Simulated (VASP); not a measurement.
# BeTe (F-43m) in VASP: settings compared

BeTe is run at these levels: PBE, PBE-based global hybrid, PBE-based screened hybrid; tasks: single point.

All numbers are computed with VASP 6.6.1; they aren't measurements. Logs are shortened: lines on timing, memory, paths and dates and some standing lists are left out, and cuts for length are marked.

**1. The cell of the first run**

It takes space group F-43m (No. 216, cubic). The conventional cell has a = 5.657 Å, b = 5.657 Å, c = 5.657 Å, α = 90.00°, β = 90.00°, γ = 90.00°. Within 3.2 Å of Be (site symmetry -43m) lie 4 Te at 2.45 Å. Te (site symmetry -43m) has 4 Be at 2.45 Å within 3.2 Å.

**2. Single point, PBE**

File INCAR:

```
PREC = Accurate
ENCUT = 520
EDIFF = 1E-7
ISMEAR = 0
SIGMA = 0.01
LREAL = F
LASPH = T
NELM = 100
ALGO = Normal
ISIF = 2
LWAVE = F
LCHARG = F
GGA = PE
NBANDS = 11
```

File KPOINTS:

```
regular mesh
0
Gamma
  6 6 6
```

File POSCAR:

```
BeTe
1.0
    0.0000000000      2.8286236224      2.8286236224
    2.8286236224      0.0000000000      2.8286236224
    2.8286236224      2.8286236224      0.0000000000
Be Te
1 1
Direct
    0.0000000000      0.0000000000      0.0000000000
    0.2500000000      0.2500000000      0.2500000000
```

Potentials or basis: VASP PAW PBE potentials, release 64 (Be, Te).

Started as:

```bash
cat potpaw_PBE.64/Be/POTCAR potpaw_PBE.64/Te/POTCAR > POTCAR
mpirun -np 1 vasp_std > vasp.out
```

OUTCAR:

```text
PREC = Accurate
   ENCUT = 520
   EDIFF = 1E-7
   ISMEAR = 0
   LREAL = F
   LASPH = T
   NELM = 100
   ISIF = 2
   GGA = PE

 ion  position               nearest neighbor table
   1  0.000  0.000  0.000-   2 2.45   2 2.45   2 2.45   2 2.45
   2  0.250  0.250  0.250-   1 2.45   1 2.45   1 2.45   1 2.45

  LATTYP: Found a face centered cubic cell.
 ALAT       =     5.6572472448

  Lattice vectors:

 A1 = (   0.0000000000,   2.8286236224,   2.8286236224)
 A2 = (   2.8286236224,   0.0000000000,   2.8286236224)
 A3 = (   2.8286236224,   2.8286236224,   0.0000000000)

Analysis of symmetry for initial positions (statically):
=====================================================================
 Subroutine PRICEL returns:
 Original cell was already a primitive cell.

 Routine SETGRP: Setting up the symmetry group for a
 face centered cubic supercell.

 Subroutine GETGRP returns: Found 24 space group operations
 (whereof 24 operations were pure point group operations)
 out of a pool of 48 trial point group operations.

The static configuration has the point symmetry T_d .

Analysis of symmetry for dynamics (positions and initial velocities):
=====================================================================
 Subroutine PRICEL returns:
 Original cell was already a primitive cell.

 Routine SETGRP: Setting up the symmetry group for a
 face centered cubic supercell.

 Subroutine GETGRP returns: Found 24 space group operations
 (whereof 24 operations were pure point group operations)
 out of a pool of 48 trial point group operations.

The dynamic configuration has the point symmetry T_d .

 Subroutine INISYM returns: Found 24 space group operations
 (whereof 24 operations are pure point group operations),
 and found     1 'primitive' translations

----------------------------------------------------------------------------------------

                                     Primitive cell

  volume of cell :      45.2643

  direct lattice vectors                    reciprocal lattice vectors
     0.000000000  2.828623622  2.828623622    -0.176764415  0.176764415  0.176764415
     2.828623622  0.000000000  2.828623622     0.176764415 -0.176764415  0.176764415
     2.828623622  2.828623622  0.000000000     0.176764415  0.176764415 -0.176764415

  length of vectors
     4.000277890  4.000277890  4.000277890     0.306164948  0.306164948  0.306164948

  position of ions in fractional coordinates (direct lattice)
     0.000000000  0.000000000  0.000000000
     0.250000000  0.250000000  0.250000000

  ion indices of the primitive-cell ions
   primitive index   ion index
                 1           1
                 2           2

----------------------------------------------------------------------------------------

 KPOINTS: regular mesh

Automatic generation of k-mesh.
 Grid dimensions read from file:
 generate k-points for:    6    6    6

 Generating k-lattice:

  Cartesian coordinates                     Fractional coordinates (reciprocal lattice)
    -0.029460736  0.029460736  0.029460736     0.166666667  0.000000000  0.000000000
     0.029460736 -0.029460736  0.029460736     0.000000000  0.166666667  0.000000000
     0.029460736  0.029460736 -0.029460736     0.000000000  0.000000000  0.166666667

  Length of vectors
     0.051027491  0.051027491  0.051027491

  Shift w.r.t. Gamma in fractional coordinates (k-lattice)
     0.000000000  0.000000000  0.000000000

 Subroutine IBZKPT returns following result:
 ===========================================

 Found     16 irreducible k-points:

 Following reciprocal coordinates:
            Coordinates               Weight
  0.000000  0.000000  0.000000      1.000000
  0.166667  0.000000  0.000000      8.000000
  0.333333  0.000000  0.000000      8.000000
  0.500000  0.000000  0.000000      4.000000
  0.166667  0.166667  0.000000      6.000000
  0.333333  0.166667  0.000000     24.000000
[... 8 lines left out ...]
 -0.333333  0.333333  0.166667     24.000000
 -0.333333  0.500000  0.166667     12.000000
   k-points           NKPTS =     16   k-points in BZ     NKDIM =     16   number of bands    NBANDS=     11
   number of dos      NEDOS =    301   number of ions     NIONS =      2
   total plane-waves  NPLWV =  27000
   dimension x,y,z NGX =    30 NGY =   30 NGZ =   30
   dimension x,y,z NGXF=    60 NGYF=   60 NGZF=   60
   ions per type =               1   1
   NGX,Y,Z   is equivalent  to a cutoff of  12.47, 12.47, 12.47 a.u.
   NGXF,Y,Z  is equivalent  to a cutoff of  24.94, 24.94, 24.94 a.u.
 SYSTEM =  unknown system
   PREC   = accura    normal or accurate (medium, high low for compatibility)
   ISTART =      0    job   : 0-new  1-cont  2-samecut
   ICHARG =      2    charge: 1-file 2-atom 10-const
   ISPIN  =      1    spin polarized calculation?
   LNONCOLLINEAR =      F non collinear calculations
   LSORBIT =      F    spin-orbit coupling
   LASPH  =      T    aspherical Exc in radial PAW
   ENCUT  =  520.0 eV  38.22 Ry    6.18 a.u.   7.44  7.44  7.44*2*pi/ulx,y,z
   NELM   =    100;   NELMIN=  2; NELMDL= -5     # of ELM steps
   EDIFF  = 0.1E-06   stopping-criterion for ELM
   LREAL  =      F    real-space projection
   EDIFFG = 0.1E-05   stopping-criterion for IOM
   NSW    =      0    number of steps for IOM
   IBRION =     -1    ionic relax: 0-MD 1-quasi-New 2-CG
   NFREE  =      0    steps in history (QN), initial steepest desc. (CG)
   ISIF   =      2    stress and relaxation
   ISYM   =      2    0-nonsym 1-usesym 2-fastsym
   POTIM  = 0.5000    time-step for ionic-motion
   TEBEG  =    0.0;   TEEND  =   0.0 temperature during run
   PSTRESS=    0.0 pullay stress
   NELECT =       8.0000    total number of electrons
   NUPDOWN=      -1.0000    fix difference up-down
   EMIN   =  10.00;   EMAX   =-10.00  energy-range for DOS
   EFERMI =   0.00;   METHOD = LEGACY
   ISMEAR =     0;   SIGMA  =   0.01  broadening in eV -4-tet -1-fermi 0-gaus
   EFERMI_NEDOS =   21; number of points for ismear=-14 and -15
   IALGO  =     38    algorithm
   IMIX   =      4    mixing-type and parameters
     AMIX     =   0.40;   BMIX     =  1.00
     AMIX_MAG =   1.60;   BMIX_MAG =  1.00
  volume/ion in A,a.u.               =      22.63       152.73
  Fermi-wavevector in a.u.,A,eV,Ry     =   0.918727  1.736142 11.484116  0.844059
  Thomas-Fermi vector in A             =   2.043841
   LORBIT       =      0    0 simple, 1 ext, 2 COOP (PROOUT), +10 PAW based schemes
   GGA     = PE    functional components
   LHFCALC =     F    Hartree Fock is set to
   AEXX    =    0.0000 exact exchange contribution
   IVDW    =     0    specifies the selected vdW correction
   LEPSILON=     F    determine dielectric tensor
   LRPA    =     F    only Hartree local field effects (RPA)
 non-spin polarized calculation
 Gauss-broadening in eV      SIGMA  =   0.01
  energy-cutoff  :      520.00
  volume of cell :       45.26
 maximum number of plane-waves:      1243
 NGX is ok and might be reduce to    30
   NGX = 15   NGY = 15   NGZ = 15

 number of electron       8.0000000 magnetization

 Free energy of the ion-electron system (eV)
  ---------------------------------------------------
  ext. energy  EPLUGINS =         0.00000000
  ---------------------------------------------------
  free energy    TOTEN  =        -7.61857851 eV

  energy without entropy =       -7.61857851  energy(sigma->0) =       -7.61857851

 E-fermi :   5.0677     XC(G=0):  -9.0015

 val. band max:        4.9493290499   @ k =   0.0000   0.0000   0.0000
 cond. band min:       6.9545029033   @ k =   0.5000   0.5000   0.0000
 fundamental gap:      2.0051738535
 Fermi energy:         5.0677467804

 k-point     1 :       0.0000    0.0000    0.0000
  band No.  band energies     occupation
      1      -7.2597      2.00000
      2       4.9493      2.00000
      3       4.9493      2.00000
      4       4.9493      2.00000
      5       8.5687      0.00000
      6       8.5687      0.00000
      7       8.5687      0.00000
      8       8.6728      0.00000
      9      13.2453      0.00000
     10      15.1649      0.00000
     11      15.1649      0.00000

 k-point     2 :       0.1667    0.0000    0.0000
  band No.  band energies     occupation
      1      -7.0061      2.00000
      2       2.9830      2.00000
      3       4.5793      2.00000
      4       4.5793      2.00000
      5       8.3888      0.00000
      6       9.1014      0.00000
      7       9.1014      0.00000
      8      10.6519      0.00000
      9      13.8705      0.00000
     10      14.0264      0.00000
     11      14.0264      0.00000

 k-point     3 :       0.3333    0.0000    0.0000
  band No.  band energies     occupation
      1      -6.3741      2.00000
      2       0.5590      2.00000
      3       4.0481      2.00000
      4       4.0481      2.00000
      5       8.1013      0.00000
      6       9.5634      0.00000
      7       9.5634      0.00000
      8      12.6939      0.00000
      9      14.2460      0.00000
     10      14.5332      0.00000
     11      14.5332      0.00000

 k-point     4 :       0.5000    0.0000    0.0000
  band No.  band energies     occupation
      1      -5.9483      2.00000
      2      -0.5065      2.00000
      3       3.8388      2.00000
      4       3.8388      2.00000
      5       7.9888      0.00000
      6       9.5435      0.00000
      7       9.5435      0.00000
      8      12.7718      0.00000
      9      15.8289      0.00000
     10      16.4013      0.00000
     11      16.4013      0.00000
[... 127 lines left out ...]
 k-point    14 :       0.5000    0.3333    0.1667
  band No.  band energies     occupation
      1      -5.8975      2.00000
      2       0.6154      2.00000
      3       1.9537      2.00000
      4       3.0050      2.00000
      5       8.9015      0.00000
      6       9.9052      0.00000
      7      10.1597      0.00000
      8      12.6029      0.00000
      9      14.9497      0.00000
     10      15.3400      0.00000
     11      17.5553      0.00000

 k-point    15 :      -0.3333    0.3333    0.1667
  band No.  band energies     occupation
      1      -5.5820      2.00000
      2       0.1754      2.00000
      3       1.5235      2.00000
      4       2.5913      2.00000
      5       9.4419      0.00000
      6       9.6313      0.00000
      7      11.8131      0.00000
      8      12.0977      0.00000
      9      13.6080      0.00000
     10      16.7704      0.00000
     11      17.4526      0.00000

 k-point    16 :      -0.3333    0.5000    0.1667
  band No.  band energies     occupation
      1      -5.4452      2.00000
      2       0.2316      2.00000
      3       1.6276      2.00000
      4       1.9257      2.00000
      5       8.6684      0.00000
      6       9.2209      0.00000
      7      12.2403      0.00000
      8      12.5101      0.00000
      9      15.8016      0.00000
     10      16.6272      0.00000
     11      17.7270      0.00000

------------------------ aborting loop because EDIFF is reached ----------------------------------------

  FORCE on cell =-STRESS in cart. coord.  units (eV):
  Direction    XX          YY          ZZ          XY          YZ          ZX
  --------------------------------------------------------------------------------------
  -------------------------------------------------------------------------------------
  Total        0.1062386      0.1062386      0.1062386      0.0000000     -0.0000000      0.0000000
  in kB        3.7604291      3.7604291      3.7604291      0.0000000     -0.0000000      0.0000000
  external PRESSURE =       3.7604291 kB  Pullay stress =       0.0000000 kB

 VOLUME and BASIS-vectors are now :
 -----------------------------------------------------------------------------
  energy-cutoff  :      520.00
  volume of cell :       45.26
      direct lattice vectors                 reciprocal lattice vectors
     0.000000000  2.828623622  2.828623622    -0.176764415  0.176764415  0.176764415
     2.828623622  0.000000000  2.828623622     0.176764415 -0.176764415  0.176764415
     2.828623622  2.828623622  0.000000000     0.176764415  0.176764415 -0.176764415

 POSITION                                       TOTAL-FORCE (eV/Angst)
 -----------------------------------------------------------------------------------
      0.00000      0.00000      0.00000        -0.000000     -0.000000     -0.000000
      1.41431      1.41431      1.41431         0.000000      0.000000      0.000000
 -----------------------------------------------------------------------------------
    total drift:                                0.000000      0.000000      0.000000

  FREE ENERGIE OF THE ION-ELECTRON SYSTEM (eV)
  ---------------------------------------------------
  free  energy   TOTEN  =        -7.6185785054 eV

  energy  without entropy=       -7.6185785054  energy(sigma->0) =       -7.61857851
```

It took 15 s on 1 thread of Intel Xeon Platinum 8488C (Sapphire Rapids), shared host; peak memory 0.17 GiB.

What came out:

* Free energy: -7.6186 eV
* Pressure: 0.4 GPa
* Band gap on the k mesh: 2.01 eV, indirect (least direct gap 3.62 eV)

Caveat: spin-orbit coupling is left out, which moves the levels of the heavy elements.

**3. Single point, PBE-based global hybrid**

POSCAR is that of step 2.

File INCAR.step1:

```
PREC = Accurate
ENCUT = 520
EDIFF = 1E-5
ISMEAR = 0
SIGMA = 0.01
LREAL = False
LASPH = True
NELM = 80
ALGO = Normal
ISIF = 2
LWAVE = True
GGA = PE
NBANDS = 11
```

File INCAR.step2:

```
PREC = Accurate
ENCUT = 520
EDIFF = 1E-6
ISMEAR = 0
SIGMA = 0.01
LREAL = False
LASPH = True
NELM = 80
ALGO = Normal
ISIF = 2
LWAVE = False
LCHARG = True
GGA = PE
LHFCALC = True
AEXX = 0.15
PRECFOCK = Normal
LELF = True
LVHAR = True
ISTART = 1
NBANDS = 11
```

File KPOINTS:

```
Automatic mesh
0
Gamma
  4 4 4
```

Potentials or basis: VASP PAW PBE potentials, release 64 (Be, Te).

Started as:

```bash
cat potpaw_PBE.64/Be/POTCAR potpaw_PBE.64/Te/POTCAR > POTCAR
cp INCAR.step1 INCAR
mpirun -np 1 vasp_std > vasp.out
cp INCAR.step2 INCAR
mpirun -np 1 vasp_std > vasp.out
```

It took 3 min on 1 thread of Intel Xeon Platinum 8488C (Sapphire Rapids), shared host; peak memory 0.18 GiB.

It converged, with:

```yaml
Free_energy: -8.5693 eV
Pressure: -0.1 GPa
Band_gap_on_the_k_mesh: 2.83 eV, indirect (least direct gap 4.57 eV)
```

Levels at points of the mesh, in eV from the valence-band top:
```tsv
k point	band 1	band 2	band 3	band 4	band 5	band 6	band 7	band 8	band 9
(0.00, 0.00, 0.00)	-12.93	0.00	0.00	0.00	4.57	4.57	4.57	4.63	9.36
(0.50, 0.00, 0.00)	-11.51	-5.83	-1.17	-1.17	3.93	5.56	5.56	8.87	12.03
(0.50, 0.50, 0.00)	-10.99	-5.40	-2.75	-2.75	2.83	3.54	10.90	10.90	12.71
```

Caveat: the k points lie up to 0.48 Å⁻¹ apart; the PAW data sets were made with another functional, which shifts forces and pressure a little; spin-orbit coupling is left out, which moves the levels of the heavy elements. A k mesh can miss the band edges.

**4. Single point, PBE-based screened hybrid**

POSCAR is that of step 3.

File INCAR.step1:

```
ALGO = Normal ; EDIFF = 1E-5
ENCUT = 520 ; GGA = PE
ISIF = 2 ; ISMEAR = 0
LASPH = True ; LREAL = False
LWAVE = True ; NBANDS = 11
NELM = 80 ; PREC = Accurate
SIGMA = 0.01
```

File INCAR.step2:

```
AEXX = 1.0 ; AGGAC = 1.0
ALDAC = 1.0 ; ALGO = Normal
EDIFF = 1E-6 ; ENCUT = 520
GGA = PE ; HFSCREEN = 0.1
ISIF = 2 ; ISMEAR = 0
ISTART = 1 ; LASPH = True
LCHARG = True ; LELF = True
LHFCALC = True ; LREAL = False
LVHAR = True ; LWAVE = False
NBANDS = 11 ; NELM = 80
PREC = Accurate ; PRECFOCK = Normal
SIGMA = 0.01
```

File KPOINTS:

```
k-points
0
Gamma
  4 4 4
```

Started as:

```bash
cat potpaw_PBE.64/Be/POTCAR potpaw_PBE.64/Te/POTCAR > POTCAR
cp INCAR.step1 INCAR
mpirun -np 1 vasp_std > vasp.out
cp INCAR.step2 INCAR
mpirun -np 1 vasp_std > vasp.out
```

Wall time 3.9 min (1 thread of Intel Xeon Platinum 8488C (Sapphire Rapids), shared host); peak memory 0.28 GiB.

Results (log left out):

```yaml
Free_energy: -15.7230 eV
Pressure: -6.4 GPa
Band_gap_on_the_k_mesh: 6.35 eV, indirect (least direct gap 7.07 eV)
```

Levels at points of the mesh, in eV from the valence-band top:
| k point | band 1 | band 2 | band 3 | band 4 | band 5 | band 6 | band 7 | band 8 | band 9 |
| --- | --- | --- | --- | --- | --- | --- | --- | --- | --- |
| (0.00, 0.00, 0.00) | -16.30 | 0.00 | 0.00 | 0.00 | 7.07 | 9.04 | 9.04 | 9.04 | 14.46 |
| (0.50, 0.00, 0.00) | -14.33 | -7.51 | -1.42 | -1.42 | 7.29 | 10.07 | 10.07 | 13.71 | 15.39 |
| (0.50, 0.50, 0.00) | -13.59 | -7.02 | -3.42 | -3.42 | 6.35 | 7.52 | 14.78 | 17.03 | 17.03 |

Caveat: the k points lie up to 0.48 Å⁻¹ apart; the PAW data sets were made with another functional, which shifts forces and pressure a little; spin-orbit coupling is left out, which moves the levels of the heavy elements. A k mesh can miss the band edges.

**5. Single point, PBE**

File INCAR:

```
SYSTEM = BeTe
  ALGO = Normal
  EDIFF = 1E-6
  ENCUT = 600
  GGA = PE
  GGA_COMPAT = .FALSE.
  ISIF = 2
  ISMEAR = -1
  LASPH = .TRUE.
  LCHARG = .TRUE.
  LELF = .TRUE.
  LREAL = .FALSE.
  LVHAR = .TRUE.
  LWAVE = .FALSE.
  NBANDS = 11
  NELM = 120
  PREC = Accurate
  SIGMA = 0.2
```

File KPOINTS:

```
k-points
0
G
  6 6 6
  0 0 0
```

POSCAR is that of step 4.

Started as:

```bash
cat potpaw_PBE.64/Be/POTCAR potpaw_PBE.64/Te/POTCAR > POTCAR
mpirun -np 1 vasp_std > vasp.out
```

It took 9.3 s on 1 thread of Intel Xeon Platinum 8259CL at 2.50GHz (Skylake/Cascade Lake), shared host; peak memory 0.17 GiB.

The run converged. Its results:

- Free energy: -7.6188 eV
- Pressure: 0.4 GPa
- Band gap on the k mesh: 2.01 eV, indirect (least direct gap 3.62 eV)

Levels at points of the mesh, in eV from the valence-band top:
```csv
k point,band 1,band 2,band 3,band 4,band 5,band 6,band 7,band 8
"(0.00, 0.00, 0.00)",-12.21,0.00,0.00,0.00,3.62,3.62,3.62,3.72
"(0.50, 0.00, 0.00)",-10.90,-5.46,-1.11,-1.11,3.04,4.59,4.59,7.82
"(0.50, 0.50, 0.00)",-10.42,-5.04,-2.60,-2.60,2.01,2.68,9.62,9.62
```

Caveat: spin-orbit coupling is left out, which moves the levels of the heavy elements. Expect the measured gap to be larger: semilocal functionals such as PBE lack the derivative discontinuity.

**6. Single point, PBE**

File INCAR:

```
PREC = Accurate ; ENCUT = 600
EDIFF = 1E-6 ; ISMEAR = -1
SIGMA = 0.001 ; LREAL = F
LASPH = T ; NELM = 120
ALGO = Normal ; ISIF = 2
LWAVE = F ; LCHARG = T
GGA = PE ; LELF = T
LVHAR = T ; NBANDS = 11
GGA_COMPAT = F
```

File KPOINTS:

```
Automatic mesh
0
Gamma
  6 6 6
```

POSCAR is that of step 5.

Potentials or basis: VASP PAW PBE potentials, release 64 (Be, Te).

Started as:

```bash
cat potpaw_PBE.64/Be/POTCAR potpaw_PBE.64/Te/POTCAR > POTCAR
mpirun -np 1 vasp_std > vasp.out
```

Run time: 9.3 s. Hardware: 1 thread of Intel Xeon Platinum 8259CL at 2.50GHz (Skylake/Cascade Lake), shared host; peak memory 0.17 GiB.

The run converged. Its results:

```
Free energy            : -7.6186 eV
Pressure               : 0.4 GPa
Band gap on the k mesh : 2.01 eV, indirect (least direct gap 3.62 eV)
```

Levels at points of the mesh, in eV from the valence-band top:
| k point | band 2 | band 3 | band 4 | band 5 | band 6 | band 7 |
| --- | --- | --- | --- | --- | --- | --- |
| (0.00, 0.00, 0.00) | 0.00 | 0.00 | 0.00 | 3.62 | 3.62 | 3.62 |
| (0.50, 0.00, 0.00) | -5.46 | -1.11 | -1.11 | 3.04 | 4.59 | 4.59 |
| (0.50, 0.50, 0.00) | -5.04 | -2.60 | -2.60 | 2.01 | 2.68 | 9.62 |

Caveat: spin-orbit coupling is left out, which moves the levels of the heavy elements. A k mesh can miss the band edges.

**7. The runs side by side**

| level | k mesh | cutoff (eV) | smearing | grid for exact exchange (PRECFOCK) | share of exact exchange | screening parameter | gap on the mesh (eV) | pressure (GPa) |
| --- | --- | --- | --- | --- | --- | --- | --- | --- |
| PBE | 6 × 6 × 6 | 520 | gaussian 0.01 eV | - | - | - | 2.01 | 0.4 |
| PBE-based global hybrid | 4 × 4 × 4 | 520 | gaussian 0.01 eV | Normal | 0.15 | - | 2.83 | -0.1 |
| PBE-based screened hybrid | 4 × 4 × 4 | 520 | gaussian 0.01 eV | Normal | 1 | 0.1 1/Å | 6.35 | -6.4 |
| PBE | 6 × 6 × 6 | 600 | fermi-dirac 0.2 eV | - | - | - | 2.01 | 0.4 |
| PBE | 6 × 6 × 6 | 600 | fermi-dirac 0.001 eV | - | - | - | 2.01 | 0.4 |

Alike in all rows: task single point; potentials or basis VASP PAW PBE potentials, release 64 (Be, Te); no spin polarisation; cell as given.

Caveats: some runs use coarse meshes; spin-orbit coupling is left out, which moves the levels of the heavy elements; the PAW data sets were made with another functional, which shifts forces and pressure a little (some runs).

Absolute energies hang on the potentials; compare differences alone.
